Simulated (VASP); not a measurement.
MnO2: relaxation of cell and atoms with PBEsol

The system is MnO2.

```
Mn O
1.0
     2.85658    0.00000    0.00000
    -1.42829    2.47387    0.00000
     0.00000    0.00000    4.60137
Mn O
1 2
Direct
  0.00000 0.00000 0.50000
  0.66667 0.33333 0.29371
  0.33333 0.66667 0.70629
```

```yaml
Program: VASP 6.6.1
Task: relaxation of cell and atoms
Functional: PBEsol
Potentials_or_basis: VASP PAW PBE potentials, release 64 (Mn_pv, O)
Cutoff: 600 eV
k_mesh: 11 × 11 × 6
Occupations: fermi-dirac, width 0.05 eV
Spin: collinear spin, ferromagnetic start
Starting_moments: "[5.2, 0.0, 0.0] μB"
Dipole_correction: no
Further_INCAR_settings: ALGO = Normal; EDIFF = 1e-07; IBRION = 2; EDIFFG = -0.01; NSW = 80; ISIF = 3
```

```json
{"Relaxed volume": "11.14 Å³/atom", "Relaxed cell": "a = 2.845 Å, b = 2.845 Å, c = 4.768 Å, α = 90.00°, β = 90.00°, γ = 120.00°", "Space group after relaxing (to 0.1 Å)": "P-3m1 (No. 164)", "Energy gained by relaxing": "1.3 meV/atom", "Ionic steps": "11", "Pressure after relaxing": "0.0 GPa", "Largest force after relaxing": "0.003 eV/Å", "Band gap on the k mesh": "0.71 eV (least direct gap 0.76 eV)", "Net moment": "3.00 μB per cell", "Site moments": "Mn +2.83; O +0.05 μB", "Valence electrons inside the program's atomic spheres": "Mn 11.79; O 4.98"}
```

Forces on the atoms (eV/Å):
```
Mn   0.000  0.000  0.000
O    0.000  0.000  0.003
O    0.000  0.000 -0.003
```

Stress tensor (GPa, compression positive):
```
-0.03  0.00  0.00
 0.00 -0.03  0.00
 0.00  0.00  0.08
```

Step by step:
```
step  energy change (eV)  largest force (eV/Å)  pressure (GPa)  volume (Å³)
   1              0.0000                0.0855           -1.46        32.52
   2              0.0011                0.1879            2.44        32.06
   3             -0.0014                0.0291            0.17        32.32
   4             -0.0017                0.0069            0.14        32.33
   5             -0.0018                0.0327            0.12        32.34
   6             -0.0019                0.0295            0.13        32.38
   7             -0.0023                0.0210            0.18        32.51
   8             -0.0029                0.0026            0.27        32.76
   9             -0.0036                0.0373            0.50        33.27
  10             -0.0037                0.0181            0.25        33.34
  11             -0.0038                0.0030            0.01        33.42
```

Final structure:
```
CELL_PARAMETERS angstrom
2.84479 0.00000 0.00000
-1.42239 2.46366 0.00000
0.00000 0.00000 4.76795
ATOMIC_POSITIONS crystal
Mn 0.00000 0.00000 0.50000
O 0.66667 0.33333 0.30047
O 0.33333 0.66667 0.69953
```

Levels at points of the mesh, in eV from the valence-band top:
Spin up:
| k point | band 10 | band 11 | band 12 | band 13 | band 14 | band 15 | band 16 | band 17 | band 18 | band 19 |
| --- | --- | --- | --- | --- | --- | --- | --- | --- | --- | --- |
| (0.00, 0.00, 0.00) | -2.40 | -1.47 | -1.47 | -1.37 | -0.33 | 2.87 | 2.87 | 6.94 | 10.22 | 14.03 |
| (0.00, 0.00, 0.50) | -2.40 | -2.40 | -1.50 | -1.50 | -0.05 | 2.90 | 2.90 | 8.93 | 9.24 | 12.80 |
Spin down:
```tsv
k point	band 7	band 8	band 9	band 10	band 11	band 12	band 13	band 14	band 15	band 16
(0.00, 0.00, 0.00)	-5.12	-5.12	-1.38	-1.38	-1.19	0.71	0.71	2.36	4.22	4.22
(0.00, 0.00, 0.50)	-5.11	-4.79	-2.30	-1.40	-1.40	0.71	0.71	2.49	4.26	4.26
```

It took 22 min on 1 thread of Oxide Virtual Turin-like Processor (shared host), peak memory 0.22 GiB.

Caveat: the PAW data sets were made with another functional, which shifts forces and pressure a little; a cell with one magnetic atom can't hold antiferromagnetic order, which such compounds often take. A k mesh can miss the band edges.
